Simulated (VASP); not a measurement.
# AlN (R3m) in VASP: a series of runs

The runs below take AlN through single point, with r2SCAN.

Program: VASP 6.6.1. These are calculated values, not measurements. Logs are shortened: lines on timing, memory, paths and dates and some standing lists are left out, and cuts for length are marked.

## 1. The cell of the first run

Symmetry: R3m, No. 160, trigonal system. Conventional cell: a = 3.261 Å, b = 3.261 Å, c = 6.789 Å, α = 90.00°, β = 90.00°, γ = 120.00°. Within 2.3 Å of Al (site symmetry 3m) lie 4 N at 1.70 to 1.97 Å. Within 2.3 Å of N (site symmetry 3m) lie 4 Al at 1.70 to 1.97 Å.

## 2. Single point, r2SCAN

POSCAR

```
AlN
1.0
   -0.2305570348      2.0750133135      2.0750133135
    2.0750133135     -0.2305570348      2.0750133135
    2.0750133135      2.0750133135     -0.2305570348
Al N
1 1
Direct
    0.0000000000      0.0000000000      0.0000000000
    0.7500000000      0.7500000000      0.7500000000
```

INCAR.step1

```
SYSTEM = AlN
ALGO = Normal
EDIFF = 1E-4
ENCUT = 520
GGA = PE
ISMEAR = 0
LASPH = .True.
LCHARG = .False.
LREAL = .False.
LWAVE = .True.
NBANDS = 11
NELM = 80
PREC = Accurate
SIGMA = 0.05
```

INCAR.step2

```
SYSTEM = AlN
ALGO = Normal
EDIFF = 1E-7
ENCUT = 520
ISIF = 2
ISMEAR = 0
ISTART = 1
LASPH = .True.
LCHARG = .False.
LMIXTAU = .True.
LREAL = .False.
LWAVE = .False.
METAGGA = R2SCAN
NBANDS = 11
NELM = 80
PREC = Accurate
SIGMA = 0.05
```

KPOINTS

```
k-points
0
Gamma
  10 10 10
  0 0 0
```

Potentials or basis: VASP PAW PBE potentials, release 64 (Al, N).

The run is started by

```console
$ cat potpaw_PBE.64/Al/POTCAR potpaw_PBE.64/N/POTCAR > POTCAR
$ cp INCAR.step1 INCAR
$ mpirun -np 1 vasp_std > vasp.out
$ cp INCAR.step2 INCAR
$ mpirun -np 1 vasp_std > vasp.out
```

OUTCAR:

```text
SYSTEM = AlN
   EDIFF = 1E-7
   ENCUT = 520
   ISIF = 2
   ISMEAR = 0
   ISTART = 1
   LASPH = .True.
   LREAL = .False.
   METAGGA = R2SCAN
   NELM = 80
   PREC = Accurate

 ion  position               nearest neighbor table
   1  0.000  0.000  0.000-   2 1.70   2 1.97   2 1.97   2 1.97
   2  0.750  0.750  0.750-   1 1.70   1 1.97   1 1.97   1 1.97

  LATTYP: Found a trigonal (rhomboedric) cell.
 ALAT       =     2.9435551717
 COS(alpha) =     0.3865030675

  Lattice vectors:

 A1 = (  -0.2305570348,   2.0750133135,   2.0750133135)
 A2 = (   2.0750133135,  -0.2305570348,   2.0750133135)
 A3 = (   2.0750133135,   2.0750133135,  -0.2305570348)

Analysis of symmetry for initial positions (statically):
=====================================================================
 Subroutine PRICEL returns:
 Original cell was already a primitive cell.

 Routine SETGRP: Setting up the symmetry group for a
 trigonal (rhombohedral) supercell.

 Subroutine GETGRP returns: Found  6 space group operations
 (whereof  6 operations were pure point group operations)
 out of a pool of 12 trial point group operations.

The static configuration has the point symmetry C_3v.

Analysis of symmetry for dynamics (positions and initial velocities):
=====================================================================
 Subroutine PRICEL returns:
 Original cell was already a primitive cell.

 Routine SETGRP: Setting up the symmetry group for a
 trigonal (rhombohedral) supercell.

 Subroutine GETGRP returns: Found  6 space group operations
 (whereof  6 operations were pure point group operations)
 out of a pool of 12 trial point group operations.

The dynamic configuration has the point symmetry C_3v.

 Subroutine INISYM returns: Found  6 space group operations
 (whereof  6 operations are pure point group operations),
 and found     1 'primitive' translations

----------------------------------------------------------------------------------------

                                     Primitive cell

  volume of cell :      20.8345

  direct lattice vectors                    reciprocal lattice vectors
    -0.230557035  2.075013313  2.075013313    -0.204109250  0.229622907  0.229622907
     2.075013313 -0.230557035  2.075013313     0.229622907 -0.204109250  0.229622907
     2.075013313  2.075013313 -0.230557035     0.229622907  0.229622907 -0.204109250

  length of vectors
     2.943555172  2.943555172  2.943555172     0.383554357  0.383554357  0.383554357

[... 84 lines left out ...]
   IBRION =     -1    ionic relax: 0-MD 1-quasi-New 2-CG
   NFREE  =      0    steps in history (QN), initial steepest desc. (CG)
   ISIF   =      2    stress and relaxation
   ISYM   =      2    0-nonsym 1-usesym 2-fastsym
   POTIM  = 0.5000    time-step for ionic-motion
   TEBEG  =    0.0;   TEEND  =   0.0 temperature during run
   PSTRESS=    0.0 pullay stress
   NELECT =       8.0000    total number of electrons
   NUPDOWN=      -1.0000    fix difference up-down
   EMIN   =  10.00;   EMAX   =-10.00  energy-range for DOS
   EFERMI =   0.00;   METHOD = LEGACY
   ISMEAR =     0;   SIGMA  =   0.05  broadening in eV -4-tet -1-fermi 0-gaus
   EFERMI_NEDOS =   21; number of points for ismear=-14 and -15
   IALGO  =     38    algorithm
   IMIX   =      4    mixing-type and parameters
     AMIX     =   0.40;   BMIX     =  1.00
     AMIX_MAG =   1.60;   BMIX_MAG =  1.00
  volume/ion in A,a.u.               =      10.42        70.30
  Fermi-wavevector in a.u.,A,eV,Ry     =   1.189899  2.248583 19.263943  1.415860
  Thomas-Fermi vector in A             =   2.325996
   LORBIT       =      0    0 simple, 1 ext, 2 COOP (PROOUT), +10 PAW based schemes
   METAGGA = R2SCAN    functional components
   LHFCALC =     F    Hartree Fock is set to
   AEXX    =    0.0000 exact exchange contribution
   IVDW    =     0    specifies the selected vdW correction
   LEPSILON=     F    determine dielectric tensor
   LRPA    =     F    only Hartree local field effects (RPA)
 non-spin polarized calculation
 Gauss-broadening in eV      SIGMA  =   0.05
  energy-cutoff  :      520.00
  volume of cell :       20.83
 maximum number of plane-waves:       574
 NGX is ok and might be reduce to    24

 number of electron       8.0000000 magnetization

 Free energy of the ion-electron system (eV)
  ---------------------------------------------------
  ext. energy  EPLUGINS =         0.00000000
  ---------------------------------------------------
  free energy    TOTEN  =       -18.58642302 eV

  energy without entropy =      -18.58642302  energy(sigma->0) =      -18.58642302

 E-fermi :   6.3590     XC(G=0): -11.4069

 val. band max:        6.1194318530   @ k =   0.0000   0.0000   0.0000
 cond. band min:       9.3914299205   @ k =   0.5000   0.5000   0.0000
 fundamental gap:      3.2719980675
 Fermi energy:         6.3590385296

 k-point     1 :       0.0000    0.0000    0.0000
  band No.  band energies     occupation
      1     -10.0760      2.00000
      2       5.4753      2.00000
      3       5.4753      2.00000
      4       6.1194      2.00000
      5      10.0874      0.00000
      6      17.8923      0.00000
      7      17.8924      0.00000
      8      22.9094      0.00000
      9      24.3659      0.00000
     10      24.3659      0.00000
     11      25.7084      0.00000
[... 309 lines left out ...]
 k-point    24 :       0.4000    0.3000   -0.0000
  band No.  band energies     occupation
      1      -8.0872      2.00000
      2       1.4336      2.00000
      3       3.5495      2.00000
      4       4.9593      2.00000
      5      11.0960      0.00000
      6      16.4171      0.00000
      7      18.4669      0.00000
      8      21.1545      0.00000
      9      22.6034      0.00000
     10      28.3639      0.00000
     11      29.2722      0.00000

 [... further k-points ...]
[... 5 lines left out ...]
  --------------------------------------------------------------------------------------
  -------------------------------------------------------------------------------------
  Total        1.0648114      1.0648114      1.0648114      3.8165193      3.8165193      3.8165193
  in kB       81.8840337     81.8840337     81.8840337    293.4904611    293.4904611    293.4904611
  external PRESSURE =      81.8840337 kB  Pullay stress =       0.0000000 kB

 VOLUME and BASIS-vectors are now :
 -----------------------------------------------------------------------------
  energy-cutoff  :      520.00
  volume of cell :       20.83
      direct lattice vectors                 reciprocal lattice vectors
    -0.230557035  2.075013313  2.075013313    -0.204109250  0.229622907  0.229622907
     2.075013313 -0.230557035  2.075013313     0.229622907 -0.204109250  0.229622907
     2.075013313  2.075013313 -0.230557035     0.229622907  0.229622907 -0.204109250

 POSITION                                       TOTAL-FORCE (eV/Angst)
 -----------------------------------------------------------------------------------
      0.00000      0.00000      0.00000         1.904792      1.904792      1.904792
      2.93960      2.93960      2.93960        -1.904792     -1.904792     -1.904792
 -----------------------------------------------------------------------------------
    total drift:                               -0.002346     -0.002346     -0.002346

  FREE ENERGIE OF THE ION-ELECTRON SYSTEM (eV)
  ---------------------------------------------------
  free  energy   TOTEN  =       -18.5864230193 eV

  energy  without entropy=      -18.5864230193  energy(sigma->0) =      -18.58642302
```

OUTCAR.step1:

```text
SYSTEM = AlN
   EDIFF = 1E-4
   ENCUT = 520
   GGA = PE
   ISMEAR = 0
   LASPH = .True.
   LREAL = .False.
[... 558 lines left out ...]
      0.00000      0.00000      0.00000         1.925557      1.925557      1.925557
      2.93960      2.93960      2.93960        -1.925557     -1.925557     -1.925557
 -----------------------------------------------------------------------------------
    total drift:                                0.008340      0.008340      0.008340

  FREE ENERGIE OF THE ION-ELECTRON SYSTEM (eV)
  ---------------------------------------------------
  free  energy   TOTEN  =       -14.2673807305 eV

  energy  without entropy=      -14.2673807305  energy(sigma->0) =      -14.26738073
```

Run time: 1.8 min. Hardware: 1 thread of Intel Xeon 8259CL, shared host; peak memory 0.15 GiB.

Results:

```yaml
Free_energy: -18.5864 eV
Pressure: 8.2 GPa
Largest_force: 3.299 eV/Å
Band_gap_on_the_k_mesh: 3.27 eV, indirect (least direct gap 3.97 eV)
```

Forces on the atoms (eV/Å):
```
Al   1.905  1.905  1.905
N   -1.905 -1.905 -1.905
```

Caveat: the PAW data sets were made with another functional, which shifts forces and pressure a little.

## 3. Single point, r2SCAN

This run uses another cell than the first one, of the same volume but with other edges.

POSCAR

```
AlN
1.0
    0.2740288835      2.3292455100      2.3292455100
    2.3292455100      0.2740288835      2.3292455100
    2.3292455100      2.3292455100      0.2740288835
Al N
1 1
Direct
    0.0000000000      0.0000000000      0.0000000000
    0.7500000000      0.7500000000      0.7500000000
```

INCAR.step1

```
SYSTEM = AlN
ALGO = Normal ; EDIFF = 1E-4
ENCUT = 520 ; GGA = PE
ISMEAR = 0 ; LASPH = .True.
LCHARG = .False. ; LREAL = .False.
LWAVE = .True. ; NBANDS = 11
NELM = 80 ; PREC = Accurate
SIGMA = 0.05
```

INCAR.step2

```
SYSTEM = AlN
ALGO = Normal ; EDIFF = 1E-6
ENCUT = 520 ; ISIF = 2
ISMEAR = 0 ; ISTART = 1
LASPH = .True. ; LCHARG = .False.
LMIXTAU = .True. ; LREAL = .False.
LWAVE = .False. ; METAGGA = R2SCAN
NBANDS = 11 ; NELM = 80
PREC = Accurate ; SIGMA = 0.05
```

KPOINTS is that of step 2.

Potentials or basis: VASP PAW PBE potentials, release 64 (Al, N).

The run is started by

```console
$ cat potpaw_PBE.64/Al/POTCAR potpaw_PBE.64/N/POTCAR > POTCAR
$ cp INCAR.step1 INCAR
$ mpirun -np 1 vasp_std > vasp.out
$ cp INCAR.step2 INCAR
$ mpirun -np 1 vasp_std > vasp.out
```

Run time: 2.8 min. Hardware: 1 thread of Intel Xeon 8259CL, shared host; peak memory 0.17 GiB.

It converged, with:

| Item | Value |
| --- | --- |
| Free energy | -18.5465 eV |
| Pressure | 8.3 GPa |
| Largest force | 0.573 eV/Å |
| Band gap on the k mesh | 3.18 eV, indirect (least direct gap 3.19 eV) |

Forces in eV/Å, atoms in the order of the input:
```
Al  -0.331 -0.331 -0.331
N    0.331  0.331  0.331
```

Stress tensor (GPa, compression positive):
```
  8.33 -25.67 -25.67
-25.67   8.33 -25.67
-25.67 -25.67   8.33
```

Levels at points of the mesh, in eV from the valence-band top:
| k point | band 2 | band 3 | band 4 | band 5 | band 6 | band 7 |
| --- | --- | --- | --- | --- | --- | --- |
| (0.00, 0.00, 0.00) | -1.30 | 0.00 | 0.00 | 3.19 | 11.56 | 14.93 |
| (0.50, 0.00, 0.00) | -6.18 | -1.30 | -0.83 | 6.67 | 8.97 | 11.26 |
| (0.50, 0.50, 0.00) | -5.41 | -2.79 | -1.50 | 3.18 | 9.56 | 13.20 |
| (0.50, 0.50, 0.50) | -6.84 | -0.20 | -0.20 | 9.33 | 10.11 | 13.59 |

Caveat: the PAW data sets were made with another functional, which shifts forces and pressure a little.

[end of part 1 of 2]
